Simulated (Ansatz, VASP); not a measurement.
## Zn2Sn5N: VASP beside Ansatz

```
Zn Sn N
1.0
     3.32467    0.00000    0.00000
    -1.66234    2.87925    0.00000
     0.00000    0.00000   18.20312
Zn Sn N
2 5 1
Direct
  0.33333 0.66667 0.05518
  0.66667 0.33333 0.94482
  0.66667 0.33333 0.65690
  0.00000 0.00000 0.50000
  0.33333 0.66667 0.34310
  0.66667 0.33333 0.18783
  0.33333 0.66667 0.81217
  0.00000 0.00000 0.00000
```

Alike in both runs: functional PBE; k mesh 12 × 12 × 2; occupations gaussian, width 0.1 eV; no spin polarisation.

Ansatz relaxed the structure, and its values are those at the end. VASP's run is a single point on that final structure, the one shown.

|  | VASP | Ansatz |
| --- | --- | --- |
| version | VASP 6.6.1 | Ansatz 0.2.0 |
| potentials or method | VASP PAW PBE potentials, release 64 (Zn, Sn_d, N), cutoff 520 eV | scalar-relativistic, plane waves, PAW |
| valence electrons in the cell | 99 | 99 |

Ansatz gave:

| Property | Result |
| --- | --- |
| gap on the k mesh at the Fermi level (eV) | none |
| pressure (GPa) | 0.0 |
| rms of the force components (eV/Å) | 0.001 |

Task: What did VASP give for the same quantities?

Result: gap on the k mesh at the Fermi level (eV): none; pressure (GPa): 0.1; rms of the force components (eV/Å): 0.009.

A gap of «none» marks a metal or a gap that the smearing closes.
